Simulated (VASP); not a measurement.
# HfB (Fm-3m) in VASP: further runs, part 2 of 2

VASP 6.6.1. Earlier steps stand in the parts before.

### Step 3. Single point, PBEsol

INCAR

```
SYSTEM = HfB
PREC     = Accurate       ! precision mode
ENCUT    = 520            ! plane-wave cutoff, eV
EDIFF    = 1E-6           ! SCF threshold, eV
ISMEAR   = 0              ! smearing method
SIGMA    = 0.15           ! smearing width, eV
LREAL    = .False.        ! projectors in reciprocal space
LASPH    = .True.         ! aspherical terms in the spheres
NELM     = 60             ! most SCF steps
ALGO     = Normal         ! electronic algorithm
ISIF     = 2              ! what is computed and relaxed
LWAVE    = .False.        ! write WAVECAR
LCHARG   = .True.         ! write CHGCAR
GGA      = PS             ! functional
LELF     = .True.         ! ELF
LVHAR    = .True.       
NBANDS   = 14             ! bands
```

KPOINTS

```
regular mesh
0
Gamma
  20 20 20
  0 0 0
```

POSCAR

```
HfB
1.0
    0.0000000000      2.3100000000      2.3100000000
    2.3100000000      0.0000000000      2.3100000000
    2.3100000000      2.3100000000      0.0000000000
Hf B
1 1
Direct
    0.5000000000      0.5000000000      0.5000000000
    0.0000000000      0.0000000000      0.0000000000
```

Potentials or basis: VASP PAW PBE potentials, release 64 (Hf_pv, B).

Command:

```bash
cat potpaw_PBE.64/Hf_pv/POTCAR potpaw_PBE.64/B/POTCAR > POTCAR
mpirun -np 1 vasp_std > vasp.out
```

OUTCAR:

```text
SYSTEM = HfB
   PREC = Accurate
   ENCUT = 520
   EDIFF = 1E-6
   ISMEAR = 0
   LREAL = .False.
   LASPH = .True.
   NELM = 60
   ISIF = 2
   GGA = PS

 ion  position               nearest neighbor table
   1  0.500  0.500  0.500-   2 2.31   2 2.31   2 2.31   2 2.31   2 2.31   2 2.31
   2  0.000  0.000  0.000-   1 2.31   1 2.31   1 2.31   1 2.31   1 2.31   1 2.31

  LATTYP: Found a face centered cubic cell.
 ALAT       =     4.6200000000

  Lattice vectors:

 A1 = (   0.0000000000,   2.3100000000,   2.3100000000)
 A2 = (   2.3100000000,   0.0000000000,   2.3100000000)
 A3 = (   2.3100000000,   2.3100000000,   0.0000000000)

Analysis of symmetry for initial positions (statically):
[... 5 lines left out ...]
 face centered cubic supercell.

 Subroutine GETGRP returns: Found 48 space group operations
 (whereof 48 operations were pure point group operations)
 out of a pool of 48 trial point group operations.

The static configuration has the point symmetry O_h .

Analysis of symmetry for dynamics (positions and initial velocities):
[... 5 lines left out ...]
 face centered cubic supercell.

 Subroutine GETGRP returns: Found 48 space group operations
 (whereof 48 operations were pure point group operations)
 out of a pool of 48 trial point group operations.

The dynamic configuration has the point symmetry O_h .

 Subroutine INISYM returns: Found 48 space group operations
 (whereof 48 operations are pure point group operations),
 and found     1 'primitive' translations

----------------------------------------------------------------------------------------

                                     Primitive cell

  volume of cell :      24.6528

  direct lattice vectors                    reciprocal lattice vectors
     0.000000000  2.310000000  2.310000000    -0.216450216  0.216450216  0.216450216
     2.310000000  0.000000000  2.310000000     0.216450216 -0.216450216  0.216450216
     2.310000000  2.310000000  0.000000000     0.216450216  0.216450216 -0.216450216

  length of vectors
     3.266833329  3.266833329  3.266833329     0.374902772  0.374902772  0.374902772

[... 103 lines left out ...]
  Thomas-Fermi vector in A             =   2.452285
   LORBIT       =      0    0 simple, 1 ext, 2 COOP (PROOUT), +10 PAW based schemes
   GGA     = PS    functional components
   LHFCALC =     F    Hartree Fock is set to
   AEXX    =    0.0000 exact exchange contribution
   IVDW    =     0    specifies the selected vdW correction
   LEPSILON=     F    determine dielectric tensor
   LRPA    =     F    only Hartree local field effects (RPA)
 non-spin polarized calculation
 Gauss-broadening in eV      SIGMA  =   0.15
  energy-cutoff  :      520.00
  volume of cell :       24.65
 maximum number of plane-waves:       684
   NGX = 13   NGY = 13   NGZ = 13

 number of electron      13.0000002 magnetization

 Free energy of the ion-electron system (eV)
  ---------------------------------------------------
  ext. energy  EPLUGINS =         0.00000000
  ---------------------------------------------------
  free energy    TOTEN  =       -18.21332960 eV

  energy without entropy =      -18.20307410  energy(sigma->0) =      -18.20820185

 E-fermi :   5.0019     XC(G=0): -12.4031

 val. band max:        4.9970189893   @ k =   0.5000   0.3000   0.1000
 cond. band min:       5.0024216221   @ k =  -0.4500   0.3000   0.0500
 fundamental gap:      0.0054026328
 Fermi energy:         5.0018857188

 k-point     1 :       0.0000    0.0000    0.0000
  band No.  band energies     occupation
      1     -23.2532      2.00000
      2     -23.2532      2.00000
      3     -23.2532      2.00000
      4      -4.5667      2.00000
      5       7.1489      0.00000
      6       7.1489      0.00000
      7       7.1489      0.00000
      8       8.9948      0.00000
      9       8.9948      0.00000
     10       8.9948      0.00000
     11       9.1942      0.00000
     12       9.1942      0.00000
     13      16.6517      0.00000
     14      18.0402      0.00000
[... 377 lines left out ...]
      1     -23.8724      2.00000
      2     -23.3409      2.00000
      3     -23.3135      2.00000
      4      -1.3800      2.00000
      5       2.3099      2.00000
      6       3.9518      2.00000
      7       4.0835      2.00000
      8      10.1461      0.00000
      9      10.5381      0.00000
     10      11.3633      0.00000
     11      16.0445      0.00000
     12      16.8017      0.00000
     13      18.2682      0.00000
     14      20.1722      0.00000

 [... further k-points ...]
[... 5 lines left out ...]
  --------------------------------------------------------------------------------------
  -------------------------------------------------------------------------------------
  Total        3.7781592      3.7781592      3.7781592      0.0000000     -0.0000000     -0.0000000
  in kB      245.5414958    245.5414958    245.5414958      0.0000000     -0.0000000     -0.0000000
  external PRESSURE =     245.5414958 kB  Pullay stress =       0.0000000 kB

 VOLUME and BASIS-vectors are now :
 -----------------------------------------------------------------------------
  energy-cutoff  :      520.00
  volume of cell :       24.65
      direct lattice vectors                 reciprocal lattice vectors
     0.000000000  2.310000000  2.310000000    -0.216450216  0.216450216  0.216450216
     2.310000000  0.000000000  2.310000000     0.216450216 -0.216450216  0.216450216
     2.310000000  2.310000000  0.000000000     0.216450216  0.216450216 -0.216450216

 POSITION                                       TOTAL-FORCE (eV/Angst)
 -----------------------------------------------------------------------------------
      2.31000      2.31000      2.31000         0.000000     -0.000000      0.000000
      0.00000      0.00000      0.00000        -0.000000      0.000000     -0.000000
 -----------------------------------------------------------------------------------
    total drift:                               -0.000000     -0.000000      0.000000

  FREE ENERGIE OF THE ION-ELECTRON SYSTEM (eV)
  ---------------------------------------------------
  free  energy   TOTEN  =       -18.2133295999 eV

  energy  without entropy=      -18.2030741021  energy(sigma->0) =      -18.20820185
```

OSZICAR:

```text
N       E                     dE             d eps       ncg     rms          rms(c)
DAV:   1     0.215930609671E+02    0.21593E+02   -0.70648E+03  7192   0.876E+02
DAV:   2    -0.187369218369E+02   -0.40330E+02   -0.38382E+02  9100   0.195E+02
DAV:   3    -0.197246711153E+02   -0.98775E+00   -0.98229E+00  8854   0.210E+01
DAV:   4    -0.197279041217E+02   -0.32330E-02   -0.32328E-02  8398   0.149E+00
DAV:   5    -0.197279202646E+02   -0.16143E-04   -0.16142E-04  9040   0.944E-02    0.671E+01
DAV:   6    -0.182850142381E+02    0.14429E+01   -0.22470E+00  8662   0.930E+00    0.422E+01
DAV:   7    -0.182486771281E+02    0.36337E-01   -0.82194E-01  9598   0.556E+00    0.860E+00
DAV:   8    -0.182131501192E+02    0.35527E-01   -0.10435E-01  7882   0.199E+00    0.946E-01
DAV:   9    -0.182133580351E+02   -0.20792E-03   -0.54757E-03  9532   0.532E-01    0.120E-01
DAV:  10    -0.182133316635E+02    0.26372E-04   -0.16818E-04  7798   0.849E-02    0.539E-02
DAV:  11    -0.182133296442E+02    0.20193E-05   -0.13732E-05  8884   0.249E-02    0.933E-03
DAV:  12    -0.182133295999E+02    0.44276E-07   -0.32203E-07  6508   0.487E-03
   1 F= -.18213330E+02 E0= -.18208202E+02  d E =-.102555E-01
```

Wall time 20 s (1 thread of Intel Xeon 6975P-C (Granite Rapids), shared host); peak memory 0.21 GiB.

Results:

| Quantity | Value |
| --- | --- |
| Free energy | -18.2133 eV |
| Pressure | 24.6 GPa |

Caveat: the PAW data sets were made with another functional, which shifts forces and pressure a little; spin-orbit coupling is left out, which moves the levels of the heavy elements.
